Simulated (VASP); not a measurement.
A run of VASP 6.6.1 is set up as follows.

Contents of INCAR:

```
SYSTEM = Li
PREC = Accurate ; ENCUT = 520
EDIFF = 1E-7 ; ISMEAR = -1
SIGMA = 0.11 ; LREAL = Auto
LASPH = .True. ; NELM = 100
ALGO = Normal ; ISIF = 2
LWAVE = .False. ; LCHARG = .False.
GGA = PE ; IVDW = 12
NBANDS = 38
```

File KPOINTS:

```
regular mesh
0
Gamma
  2 2 2
  0 0 0
```

POSCAR

```
Li
1.0
    7.0944470000      0.0000000000      0.0000000000
    0.0000000000      7.0944470000      0.0000000000
    0.0000000000      0.0000000000      7.0944470000
Li
16
Direct
   -0.0877869692     -0.0148144034     -0.0299248130
    0.5207453097      0.0373249670      0.0001973374
   -0.0332654540      0.4420217672     -0.0384667050
   -0.0016068906      0.0300798639      0.4816443058
    0.2048362614      0.2858291844      0.1960406498
    0.4978259757      0.4478291261     -0.0674189264
    0.5604665170      0.0440767265      0.5517977652
    0.8165964169      0.2477853454      0.2054000826
    0.0110227055      0.5002504071      0.5804962670
    0.2512810371      0.7708705132      0.2395676506
    0.1890069797      0.1957869303      0.7655705935
    0.4455033634      0.5225354422      0.4500280290
    0.7567467908      0.7300498545      0.2410758724
    0.7266246404      0.2681111015      0.7291336449
    0.2108268622      0.8229535015      0.8094922691
    0.7903223465      0.7312479746      0.7614687938
```

Potentials or basis: VASP PAW PBE potentials, release 64 (Li_sv).

The run is started by

```sh
$ cat potpaw_PBE.64/Li_sv/POTCAR > POTCAR
$ mpirun -np 1 vasp_std > vasp.out
```

Question: What does it give for the dispersion energy per atom?

Answer: -0.154 eV.

Question: Estimate the band gap on the k mesh.

Answer: Zero (band 24 reaches 0.57 eV, above the bottom of band 25 at -0.14 eV).

Forces in eV/Å, atoms in the order of the input:
```
Li   0.282  0.325  0.101
Li  -0.120 -0.105  0.134
Li   0.190  0.630 -0.003
Li  -0.073 -0.215  0.002
Li   0.351 -0.287  0.221
Li  -0.220  0.446  0.225
Li  -0.481 -0.507 -0.476
Li  -0.662  0.111  0.592
Li   0.198 -0.014 -0.641
Li  -0.311  0.180 -0.222
Li   0.287  0.241  0.019
Li   0.265 -0.314  0.415
Li   0.054 -0.110  0.025
Li   0.514  0.100  0.011
Li   0.302 -0.550 -0.172
Li  -0.576  0.068 -0.231
```

Caveat: the k points lie up to 0.44 Å⁻¹ apart.
